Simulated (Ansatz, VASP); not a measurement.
One calculation of KCl, two programs

File INCAR:

```
SYSTEM = KCl
ALGO = Normal
EDIFF = 1E-6
ENCUT = 520
GGA = PS
ISIF = 2
ISMEAR = 0
LASPH = .TRUE.
LCHARG = .FALSE.
LREAL = .FALSE.
LWAVE = .FALSE.
NBANDS = 15
NELM = 80
PREC = Accurate
SIGMA = 0.05
```

The input KPOINTS:

```
k-points
0
G
  6 6 6
  0 0 0
```

File POSCAR:

```
KCl
1.0
    0.0000000000      3.0298560000      3.2823440000
    3.0298560000      0.0000000000      3.2823440000
    3.0298560000      3.0298560000      0.0000000000
K Cl
1 1
Direct
    0.0000000000      0.0000000000      0.0000000000
    0.5000000000      0.5000000000      0.5000000000
```

Input for Ansatz:

```yaml
crystal:
  lattice:
    - [0.0, 3.029856, 3.282344]
    - [3.029856, 0.0, 3.282344]
    - [3.029856, 3.029856, 0.0]
  atoms:
    - { symbol: K, position: [0.0, 0.0, 0.0] }
    - { symbol: Cl, position: [0.5, 0.5, 0.5] }
basis:
  ecutwfc: 420
kpoints:
  mp_grid: { grid: [6, 6, 6] }
hamiltonian:
  xc: pbesol
scf:
  occupations: { method: gaussian, width: 0.05 }
output:
  forces: true
  stress: true
  eigenvalues: true
```

Change from the starting cell: strain -0.040 along x and y, +0.040 along z, atoms carried along.

Alike in both runs: task single point; functional PBEsol; k mesh 6 × 6 × 6; occupations gaussian, width 0.05 eV; no spin polarisation.

|  | VASP | Ansatz |
| --- | --- | --- |
| version | VASP 6.6.1 | Ansatz 0.2.0 |
| potentials or method | VASP PAW PBE potentials, release 64 (K_sv, Cl), cutoff 520 eV | scalar-relativistic, plane waves, PAW |
| valence electrons in the cell | 16 | 16 |

Ansatz gave:

```
gap on the k mesh at the Fermi level (eV)                     : 5.09
least direct gap on the mesh (eV)                             : 5.09
pressure (GPa)                                                : 0.5
traceless stress, the component that is largest in VASP (GPa) : -1.81
```

Question: Estimate VASP's values.

Answer: gap on the k mesh at the Fermi level (eV): 5.08; least direct gap on the mesh (eV): 5.08; pressure (GPa): 0.6; traceless stress, the component that is largest in VASP (GPa): -1.85.

VASP's potentials were made for PBE, not for PBEsol.
